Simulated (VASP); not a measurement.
# InSb (Fmmm) in VASP: notebook

Runs on InSb. Level: PBE. Tasks: single point.

Everything below comes from runs of VASP 6.6.1. Logs are shortened: lines on timing, memory, paths and dates and some standing lists are left out, and cuts for length are marked.

**1. The cell of the first run**

It takes space group Fmmm (No. 69, orthorhombic). The conventional cell has a = 5.700 Å, b = 6.150 Å, c = 6.601 Å, α = 90.00°, β = 90.00°, γ = 90.00°. Within 3.8 Å of In (site symmetry mmm) lie 6 Sb at 2.85 to 3.30 Å. Sb (site symmetry mmm) has 6 In at 2.85 to 3.30 Å within 3.8 Å.

**2. Single point, PBE**

The input, INCAR:

```
SYSTEM = InSb
PREC = Accurate ; ENCUT = 520
EDIFF = 1E-6 ; ISMEAR = 0
SIGMA = 0.15 ; LREAL = .FALSE.
LASPH = .TRUE. ; NELM = 60
ALGO = Normal ; ISIF = 2
LWAVE = .FALSE. ; LCHARG = .TRUE.
GGA = PE ; LELF = .TRUE.
LVHAR = .TRUE. ; NBANDS = 16
```

The input, KPOINTS:

```
Automatic mesh
0
G
  12 12 12
  0 0 0
```

The input, POSCAR:

```
InSb
1.0
    0.0000000000      3.3005947703      3.0751837979
    2.8497728255      0.0000000000      3.0751837979
    2.8497728255      3.3005947703      0.0000000000
In Sb
1 1
Direct
    0.0000000000      0.0000000000      0.0000000000
    0.5000000000      0.5000000000      0.5000000000
```

Potentials or basis: VASP PAW PBE potentials, release 64 (In_d, Sb).

Run with:

```
$ cat potpaw_PBE.64/In_d/POTCAR potpaw_PBE.64/Sb/POTCAR > POTCAR
$ mpirun -np 1 vasp_std > vasp.out
```

OUTCAR:

```text
SYSTEM = InSb
   PREC = Accurate
   ENCUT = 520
   EDIFF = 1E-6
   ISMEAR = 0
   LREAL = .FALSE.
   LASPH = .TRUE.
   NELM = 60
   ISIF = 2
   GGA = PE

 ion  position               nearest neighbor table
   1  0.000  0.000  0.000-   2 2.85   2 2.85   2 3.08   2 3.08   2 3.30   2 3.30
   2  0.500  0.500  0.500-   1 2.85   1 2.85   1 3.08   1 3.08   1 3.30   1 3.30

  LATTYP: Found a face centered orthorhombic cell.
 ALAT       =     5.6995456510
 B/A-ratio  =     1.0790978742
 C/A-ratio  =     1.1581957484

  Lattice vectors:

 A1 = (   0.0000000000,   3.3005947703,  -3.0751837979)
 A2 = (   2.8497728255,   3.3005947703,   0.0000000000)
 A3 = (   2.8497728255,   0.0000000000,  -3.0751837979)

Analysis of symmetry for initial positions (statically):
=====================================================================
 Subroutine PRICEL returns:
 Original cell was already a primitive cell.

 Routine SETGRP: Setting up the symmetry group for a
 face centered orthorhombic supercell.

 Subroutine GETGRP returns: Found  8 space group operations
 (whereof  8 operations were pure point group operations)
 out of a pool of  8 trial point group operations.

The static configuration has the point symmetry D_2h.

Analysis of symmetry for dynamics (positions and initial velocities):
=====================================================================
 Subroutine PRICEL returns:
 Original cell was already a primitive cell.

 Routine SETGRP: Setting up the symmetry group for a
 face centered orthorhombic supercell.

 Subroutine GETGRP returns: Found  8 space group operations
 (whereof  8 operations were pure point group operations)
 out of a pool of  8 trial point group operations.

The dynamic configuration has the point symmetry D_2h.

 Subroutine INISYM returns: Found  8 space group operations
 (whereof  8 operations are pure point group operations),
 and found     1 'primitive' translations

----------------------------------------------------------------------------------------

                                     Primitive cell

  volume of cell :      57.8500

  direct lattice vectors                    reciprocal lattice vectors
     0.000000000  3.300594770  3.075183798    -0.175452582  0.151487848  0.162591908
     2.849772826  0.000000000  3.075183798     0.175452582 -0.151487848  0.162591908
     2.849772826  3.300594770  0.000000000     0.175452582  0.151487848 -0.162591908

  length of vectors
     4.511172933  4.192607846  4.360634242     0.283140080  0.283140080  0.283140080

  position of ions in fractional coordinates (direct lattice)
     0.000000000  0.000000000  0.000000000
     0.500000000  0.500000000  0.500000000

  ion indices of the primitive-cell ions
   primitive index   ion index
                 1           1
                 2           2

----------------------------------------------------------------------------------------

 KPOINTS: Automatic mesh

Automatic generation of k-mesh.
 Grid dimensions read from file:
 generate k-points for:   12   12   12

 Generating k-lattice:

  Cartesian coordinates                     Fractional coordinates (reciprocal lattice)
    -0.014621048  0.012623987  0.013549326     0.083333333  0.000000000  0.000000000
     0.014621048 -0.012623987  0.013549326     0.000000000  0.083333333  0.000000000
     0.014621048  0.012623987 -0.013549326    -0.000000000 -0.000000000  0.083333333

  Length of vectors
     0.023595007  0.023595007  0.023595007

  Shift w.r.t. Gamma in fractional coordinates (k-lattice)
     0.000000000  0.000000000  0.000000000

 Subroutine IBZKPT returns following result:
 ===========================================

 Found    280 irreducible k-points:

 Following reciprocal coordinates:
            Coordinates               Weight
  0.000000  0.000000  0.000000      1.000000
  0.083333  0.000000  0.000000      8.000000
  0.166667  0.000000  0.000000      8.000000
  0.250000 -0.000000  0.000000      8.000000
  0.333333 -0.000000  0.000000      8.000000
  0.416667 -0.000000  0.000000      8.000000
[... 16 lines left out ...]
  0.500000  0.166667  0.000000      8.000000
 -0.416667  0.166667  0.000000      8.000000
 [... further k-points ...]
   k-points           NKPTS =    280   k-points in BZ     NKDIM =    280   number of bands    NBANDS=     16
   number of dos      NEDOS =    301   number of ions     NIONS =      2
   total plane-waves  NPLWV =  36864
   dimension x,y,z NGX =    36 NGY =   32 NGZ =   32
   dimension x,y,z NGXF=    72 NGYF=   64 NGZF=   64
   ions per type =               1   1
   NGX,Y,Z   is equivalent  to a cutoff of  13.27, 12.69, 12.20 a.u.
   NGXF,Y,Z  is equivalent  to a cutoff of  26.53, 25.38, 24.40 a.u.
 SYSTEM =  InSb
   PREC   = accura    normal or accurate (medium, high low for compatibility)
   ISTART =      0    job   : 0-new  1-cont  2-samecut
   ICHARG =      2    charge: 1-file 2-atom 10-const
   ISPIN  =      1    spin polarized calculation?
   LNONCOLLINEAR =      F non collinear calculations
   LSORBIT =      F    spin-orbit coupling
   LASPH  =      T    aspherical Exc in radial PAW
   ENCUT  =  520.0 eV  38.22 Ry    6.18 a.u.   8.39  7.80  8.11*2*pi/ulx,y,z
   NELM   =     60;   NELMIN=  2; NELMDL= -5     # of ELM steps
   EDIFF  = 0.1E-05   stopping-criterion for ELM
   LREAL  =      F    real-space projection
   EDIFFG = 0.1E-04   stopping-criterion for IOM
   NSW    =      0    number of steps for IOM
   IBRION =     -1    ionic relax: 0-MD 1-quasi-New 2-CG
   NFREE  =      0    steps in history (QN), initial steepest desc. (CG)
   ISIF   =      2    stress and relaxation
   ISYM   =      2    0-nonsym 1-usesym 2-fastsym
   POTIM  = 0.5000    time-step for ionic-motion
   TEBEG  =    0.0;   TEEND  =   0.0 temperature during run
   PSTRESS=    0.0 pullay stress
   NELECT =      18.0000    total number of electrons
   NUPDOWN=      -1.0000    fix difference up-down
   EMIN   =  10.00;   EMAX   =-10.00  energy-range for DOS
   EFERMI =   0.00;   METHOD = LEGACY
   ISMEAR =     0;   SIGMA  =   0.15  broadening in eV -4-tet -1-fermi 0-gaus
   EFERMI_NEDOS =   21; number of points for ismear=-14 and -15
   IALGO  =     38    algorithm
   IMIX   =      4    mixing-type and parameters
     AMIX     =   0.40;   BMIX     =  1.00
     AMIX_MAG =   1.60;   BMIX_MAG =  1.00
  volume/ion in A,a.u.               =      28.93       195.20
  Fermi-wavevector in a.u.,A,eV,Ry     =   1.109340  2.096348 16.743795  1.230634
  Thomas-Fermi vector in A             =   2.245878
   LORBIT       =      0    0 simple, 1 ext, 2 COOP (PROOUT), +10 PAW based schemes
   GGA     = PE    functional components
   LHFCALC =     F    Hartree Fock is set to
   AEXX    =    0.0000 exact exchange contribution
   IVDW    =     0    specifies the selected vdW correction
   LEPSILON=     F    determine dielectric tensor
   LRPA    =     F    only Hartree local field effects (RPA)
 non-spin polarized calculation
 Gauss-broadening in eV      SIGMA  =   0.15
  energy-cutoff  :      520.00
  volume of cell :       57.85
 maximum number of plane-waves:      1582
 NGX is ok and might be reduce to    36
   NGX = 17   NGY = 15   NGZ = 17

 number of electron      18.0000001 magnetization

 Free energy of the ion-electron system (eV)
  ---------------------------------------------------
  ext. energy  EPLUGINS =         0.00000000
  ---------------------------------------------------
  free energy    TOTEN  =        -6.50417184 eV

  energy without entropy =       -6.48913930  energy(sigma->0) =       -6.49665557

 E-fermi :   6.6212     XC(G=0):  -9.7070

 val. band max:        6.6206469815   @ k =   0.3333   0.0833   0.0000
 cond. band min:       6.6268515754   @ k =  -0.4167   0.0833   0.0000
 fundamental gap:      0.0062045939
 Fermi energy:         6.6212035579

 k-point     1 :       0.0000    0.0000    0.0000
  band No.  band energies     occupation
      1      -7.9053      2.00000
      2      -7.8414      2.00000
      3      -7.8377      2.00000
      4      -7.8292      2.00000
      5      -7.7980      2.00000
      6      -4.3390      2.00000
[... 8 lines left out ...]
     15      13.3197      0.00000
     16      13.9107      0.00000

 k-point     2 :       0.0833    0.0000    0.0000
  band No.  band energies     occupation
      1      -7.9069      2.00000
      2      -7.8409      2.00000
      3      -7.8375      2.00000
      4      -7.8284      2.00000
      5      -7.7977      2.00000
      6      -4.2670      2.00000
[... 8 lines left out ...]
     15      13.2771      0.00000
     16      14.2408      0.00000

 k-point     3 :       0.1667    0.0000    0.0000
  band No.  band energies     occupation
      1      -7.9119      2.00000
      2      -7.8449      2.00000
      3      -7.8327      2.00000
      4      -7.8245      2.00000
      5      -7.7969      2.00000
      6      -4.0534      2.00000
[... 8 lines left out ...]
     15      13.4794      0.00000
     16      13.7337      0.00000

 k-point     4 :       0.2500   -0.0000    0.0000
  band No.  band energies     occupation
      1      -7.9196      2.00000
      2      -7.8513      2.00000
      3      -7.8293      2.00000
      4      -7.8152      2.00000
      5      -7.7951      2.00000
      6      -3.7088      2.00000
[... 8 lines left out ...]
     15      14.2312      0.00000
     16      14.2757      0.00000
[... 324 lines left out ...]
 k-point    22 :       0.4167    0.1667    0.0000
  band No.  band energies     occupation
      1      -7.9510      2.00000
      2      -7.8535      2.00000
      3      -7.8317      2.00000
      4      -7.7980      2.00000
      5      -7.7876      2.00000
      6      -2.8442      2.00000
[... 8 lines left out ...]
     15      16.6357      0.00000
     16      16.9399      0.00000

 k-point    23 :       0.5000    0.1667    0.0000
  band No.  band energies     occupation
      1      -7.9524      2.00000
      2      -7.8582      2.00000
      3      -7.8280      2.00000
      4      -7.7966      2.00000
      5      -7.7864      2.00000
      6      -2.4534      2.00000
[... 8 lines left out ...]
     15      16.0206      0.00000
     16      17.6562      0.00000

 k-point    24 :      -0.4167    0.1667    0.0000
  band No.  band energies     occupation
      1      -7.9477      2.00000
      2      -7.8608      2.00000
      3      -7.8244      2.00000
      4      -7.7993      2.00000
      5      -7.7880      2.00000
      6      -2.3907      2.00000
[... 8 lines left out ...]
     15      15.4791      0.00000
     16      16.8751      0.00000

 [... further k-points ...]

------------------------ aborting loop because EDIFF is reached ----------------------------------------

  FORCE on cell =-STRESS in cart. coord.  units (eV):
  Direction    XX          YY          ZZ          XY          YZ          ZX
  --------------------------------------------------------------------------------------
  -------------------------------------------------------------------------------------
  Total        3.4179356     -1.2546546      0.0141890      0.0000000      0.0000000      0.0000000
  in kB       94.6609673    -34.7481151      0.3929693      0.0000000      0.0000000      0.0000000
  external PRESSURE =      20.1019405 kB  Pullay stress =       0.0000000 kB

 VOLUME and BASIS-vectors are now :
 -----------------------------------------------------------------------------
  energy-cutoff  :      520.00
  volume of cell :       57.85
      direct lattice vectors                 reciprocal lattice vectors
     0.000000000  3.300594770  3.075183798    -0.175452582  0.151487848  0.162591908
     2.849772826  0.000000000  3.075183798     0.175452582 -0.151487848  0.162591908
     2.849772826  3.300594770  0.000000000     0.175452582  0.151487848 -0.162591908

 POSITION                                       TOTAL-FORCE (eV/Angst)
 -----------------------------------------------------------------------------------
      0.00000      0.00000      0.00000         0.000000      0.000000      0.000000
      2.84977      3.30059      3.07518        -0.000000     -0.000000     -0.000000
 -----------------------------------------------------------------------------------
    total drift:                               -0.000000      0.000000      0.000000

  FREE ENERGIE OF THE ION-ELECTRON SYSTEM (eV)
  ---------------------------------------------------
  free  energy   TOTEN  =        -6.5041718420 eV

  energy  without entropy=       -6.4891392994  energy(sigma->0) =       -6.49665557
```

Wall time 3.3 min (1 thread of Intel Xeon Platinum 8488C (Sapphire Rapids), shared host); peak memory 0.4 GiB.

What came out:

* Free energy: -6.5042 eV
* Pressure: 2.0 GPa
* Band gap on the k mesh: zero (bands 9 and 10 overlap by 2.67 eV)

Stress tensor (GPa, compression positive):
```
 9.47  0.00  0.00
 0.00 -3.47  0.00
 0.00  0.00  0.04
```

Caveat: the cell differs from its parent crystal (strain +e along x and -e along y -0.0733, strain +e along z and -e/2 along x and y +0.0000); spin-orbit coupling is left out, which moves the levels of the heavy elements.

**3. Single point, PBE**

The input, INCAR:

```
ALGO = Normal
EDIFF = 1E-6
ENCUT = 520
GGA = PE
ISIF = 2
ISMEAR = 0
LASPH = T
LCHARG = F
LREAL = F
LWAVE = F
NBANDS = 16
NELM = 100
PREC = Accurate
SIGMA = 0.15
```

The input, KPOINTS:

```
k-points
0
Gamma
  12 12 12
```

The input, POSCAR:

```
InSb
1.0
    0.0000000000      3.1828152308      3.5364613676
    2.5062747953      0.0000000000      3.5364613676
    2.5062747953      3.1828152308      0.0000000000
In Sb
1 1
Direct
    0.0000000000      0.0000000000      0.0000000000
    0.5000000000      0.5000000000      0.5000000000
```

Potentials or basis: VASP PAW PBE potentials, release 64 (In_d, Sb).

Run with:

```
$ cat potpaw_PBE.64/In_d/POTCAR potpaw_PBE.64/Sb/POTCAR > POTCAR
$ mpirun -np 1 vasp_std > vasp.out
```

OUTCAR:

```text
EDIFF = 1E-6
   ENCUT = 520
   GGA = PE
   ISIF = 2
   ISMEAR = 0
   LASPH = T
   LREAL = F
   NELM = 100
   PREC = Accurate

 ion  position               nearest neighbor table
   1  0.000  0.000  0.000-   2 2.51   2 2.51   2 3.18   2 3.18   2 3.54   2 3.54
   2  0.500  0.500  0.500-   1 2.51   1 2.51   1 3.18   1 3.18   1 3.54   1 3.54

  LATTYP: Found a face centered orthorhombic cell.
 ALAT       =     5.0125495906
 B/A-ratio  =     1.2699386503
 C/A-ratio  =     1.4110429448

  Lattice vectors:

 A1 = (   0.0000000000,   3.1828152308,   3.5364613676)
 A2 = (   2.5062747953,   0.0000000000,   3.5364613676)
 A3 = (   2.5062747953,   3.1828152308,   0.0000000000)

Analysis of symmetry for initial positions (statically):
=====================================================================
 Subroutine PRICEL returns:
 Original cell was already a primitive cell.

 Routine SETGRP: Setting up the symmetry group for a
 face centered orthorhombic supercell.

 Subroutine GETGRP returns: Found  8 space group operations
 (whereof  8 operations were pure point group operations)
 out of a pool of  8 trial point group operations.

The static configuration has the point symmetry D_2h.

Analysis of symmetry for dynamics (positions and initial velocities):
=====================================================================
 Subroutine PRICEL returns:
 Original cell was already a primitive cell.

 Routine SETGRP: Setting up the symmetry group for a
 face centered orthorhombic supercell.

 Subroutine GETGRP returns: Found  8 space group operations
 (whereof  8 operations were pure point group operations)
 out of a pool of  8 trial point group operations.

The dynamic configuration has the point symmetry D_2h.

 Subroutine INISYM returns: Found  8 space group operations
 (whereof  8 operations are pure point group operations),
[... 111 lines left out ...]
   ISMEAR =     0;   SIGMA  =   0.15  broadening in eV -4-tet -1-fermi 0-gaus
   EFERMI_NEDOS =   21; number of points for ismear=-14 and -15
   IALGO  =     38    algorithm
   IMIX   =      4    mixing-type and parameters
     AMIX     =   0.40;   BMIX     =  1.00
     AMIX_MAG =   1.60;   BMIX_MAG =  1.00
  volume/ion in A,a.u.               =      28.21       190.37
  Fermi-wavevector in a.u.,A,eV,Ry     =   1.118629  2.113902 17.025383  1.251330
  Thomas-Fermi vector in A             =   2.255261
   LORBIT       =      0    0 simple, 1 ext, 2 COOP (PROOUT), +10 PAW based schemes
   GGA     = PE    functional components
   LHFCALC =     F    Hartree Fock is set to
   AEXX    =    0.0000 exact exchange contribution
   IVDW    =     0    specifies the selected vdW correction
   LEPSILON=     F    determine dielectric tensor
   LRPA    =     F    only Hartree local field effects (RPA)
 non-spin polarized calculation
 Gauss-broadening in eV      SIGMA  =   0.15
  energy-cutoff  :      520.00
  volume of cell :       56.42
 maximum number of plane-waves:      1541
   NGX = 17   NGY = 17   NGZ = 15

 number of electron      17.9999995 magnetization

 Free energy of the ion-electron system (eV)
  ---------------------------------------------------
  ext. energy  EPLUGINS =         0.00000000
  ---------------------------------------------------
  free energy    TOTEN  =        -5.24640556 eV

  energy without entropy =       -5.23421630  energy(sigma->0) =       -5.24031093

 E-fermi :   6.9453     XC(G=0):  -9.7318

 val. band max:        6.9398241668   @ k =   0.3333  -0.0833   0.2500
 cond. band min:       6.9495546052   @ k =  -0.4167   0.0000   0.4167
 fundamental gap:      0.0097304385
 Fermi energy:         6.9453342869

 k-point     1 :       0.0000    0.0000    0.0000
  band No.  band energies     occupation
      1      -8.3511      2.00000
      2      -7.9988      2.00000
      3      -7.9791      2.00000
      4      -7.8701      2.00000
      5      -7.8174      2.00000
      6      -4.3530      2.00000
[... 433 lines left out ...]
      3      -7.9877      2.00000
      4      -7.8460      2.00000
      5      -7.8248      2.00000
      6      -2.6018      2.00000
[... 8 lines left out ...]
     15      16.6494      0.00000
     16      17.9568      0.00000

 [... further k-points ...]

------------------------ aborting loop because EDIFF is reached ----------------------------------------

  FORCE on cell =-STRESS in cart. coord.  units (eV):
  Direction    XX          YY          ZZ          XY          YZ          ZX
  --------------------------------------------------------------------------------------
  -------------------------------------------------------------------------------------
  Total       16.4763016     -0.0687449     -1.2465897     -0.0000000      0.0000000      0.0000000
  in kB      467.8765588     -1.9521451    -35.3993344     -0.0000000      0.0000000      0.0000000
  external PRESSURE =     143.5083598 kB  Pullay stress =       0.0000000 kB

 VOLUME and BASIS-vectors are now :
 -----------------------------------------------------------------------------
  energy-cutoff  :      520.00
  volume of cell :       56.42
      direct lattice vectors                 reciprocal lattice vectors
     0.000000000  3.182815231  3.536461368    -0.199499273  0.157093631  0.141384267
     2.506274795  0.000000000  3.536461368     0.199499273 -0.157093631  0.141384267
     2.506274795  3.182815231  0.000000000     0.199499273  0.157093631 -0.141384267

 POSITION                                       TOTAL-FORCE (eV/Angst)
 -----------------------------------------------------------------------------------
      0.00000      0.00000      0.00000        -0.000000     -0.000000     -0.000000
      2.50627      3.18282      3.53646         0.000000      0.000000      0.000000
 -----------------------------------------------------------------------------------
    total drift:                               -0.000000      0.000000      0.000000

  FREE ENERGIE OF THE ION-ELECTRON SYSTEM (eV)
  ---------------------------------------------------
  free  energy   TOTEN  =        -5.2464055587 eV

  energy  without entropy=       -5.2342163033  energy(sigma->0) =       -5.24031093
```

stdout:

```text
POSCAR found type information on POSCAR InSb
 POSCAR found :  2 types and       2 ions
 scaLAPACK will be used
 LDA part: xc-table for (Slater+PW92), standard interpolation
 POSCAR, INCAR and KPOINTS ok, starting setup
 FFT: planning ... GRIDC
 FFT: planning ... GRID_SOFT
 FFT: planning ... GRID
 WAVECAR not read
 entering main loop
```

Run time: 100 s. Hardware: 1 thread of Intel Xeon Platinum 8488C (Sapphire Rapids), shared host; peak memory 0.38 GiB.

Results:

- Free energy: -5.2464 eV
- Pressure: 14.4 GPa
- Band gap on the k mesh: zero (bands 9 and 10 overlap by 3.34 eV)

Stress tensor (GPa, compression positive):
```
46.79  0.00  0.00
 0.00 -0.20  0.00
 0.00  0.00 -3.54
```

Caveat: the cell differs from its parent crystal (strain +e along x and -e along y -0.1100, strain +e along z and -e/2 along x and y +0.1500); the cell stands under pressure; spin-orbit coupling is left out, which moves the levels of the heavy elements.

(Part 1 of 2 ends here.)
